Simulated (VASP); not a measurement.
Here is a VASP 6.6.1 calculation.

File POSCAR:

```
BaTiO3
1.0
    3.9951440287      0.0000000000      0.0000000000
    0.0000000000      2.8424767306      2.8480072403
    0.0000000000     -2.8424767306      2.8480072403
Ba Ti O
1 1 3
Direct
    0.0000000000      0.0044061011      0.0044061011
    0.5000000000      0.5135753575      0.5135753575
    0.0000000000      0.3761326327      0.4552889536
    0.5000000000      0.4954342957      0.9880908444
    0.5000000000      0.9880908444      0.4954342957
```

INCAR.step1

```
ALGO     = Normal         # electronic algorithm
EDIFF    = 1E-4           # SCF threshold, eV
ENCUT    = 520            # plane-wave cutoff, eV
GGA      = PE             # functional
ISMEAR   = 0              # smearing method
LASPH    = T              # aspherical terms in the spheres
LCHARG   = F              # write CHGCAR
LDAU     = T              # DFT+U
LDAUJ    = 0 0 0        
LDAUL    = -1 2 -1        # shell
LDAUTYPE = 2            
LDAUU    = 0 4 0          # U, eV
LMAXMIX  = 4              # l up to which the mixer works
LREAL    = F              # projectors in reciprocal space
LWAVE    = T              # write WAVECAR
NBANDS   = 28             # bands
NELM     = 150            # most SCF steps
PREC     = Accurate       # precision mode
SIGMA    = 0.05           # smearing width, eV
```

Contents of INCAR.step2:

```
ALGO     = Normal         # electronic algorithm
EDIFF    = 1E-6           # SCF threshold, eV
ENCUT    = 520            # plane-wave cutoff, eV
ISIF     = 2              # what is computed and relaxed
ISMEAR   = 0              # smearing method
ISTART   = 1            
LASPH    = T              # aspherical terms in the spheres
LCHARG   = F              # write CHGCAR
LDAU     = T              # DFT+U
LDAUJ    = 0 0 0        
LDAUL    = -1 2 -1        # shell
LDAUPRINT= 1            
LDAUTYPE = 2            
LDAUU    = 0 4 0          # U, eV
LMAXMIX  = 4              # l up to which the mixer works
LMIXTAU  = T            
LREAL    = F              # projectors in reciprocal space
LWAVE    = F              # write WAVECAR
METAGGA  = R2SCAN         # meta-GGA
NBANDS   = 28             # bands
NELM     = 150            # most SCF steps
PREC     = Accurate       # precision mode
SIGMA    = 0.05           # smearing width, eV
```

The input KPOINTS:

```
k-points
0
Gamma
  6 6 6
```

Potentials or basis: VASP PAW PBE potentials, release 64 (Ba_sv, Ti_sv, O).

Command:

```console
$ cat potpaw_PBE.64/Ba_sv/POTCAR potpaw_PBE.64/Ti_sv/POTCAR potpaw_PBE.64/O/POTCAR > POTCAR
$ cp INCAR.step1 INCAR
$ mpirun -np 1 vasp_std > vasp.out
$ cp INCAR.step2 INCAR
$ mpirun -np 1 vasp_std > vasp.out
```

(1) What does it give for the largest force?

(2) Estimate the band gap on the k mesh.

(3) Estimate the pressure.

Results:

(1) 4.041 eV/Å.

(2) 2.67 eV (least direct gap 3.13 eV).

(3) 5.9 GPa.

Caveat: the cell differs from its parent crystal (atom 3 (O) moved by (-0.225, -0.450) A along y and z); the stress differs along the axes, from 2 to 10 GPa; the PAW data sets were made with another functional, which shifts forces and pressure a little; spin-orbit coupling is left out, which moves the levels of the heavy elements.
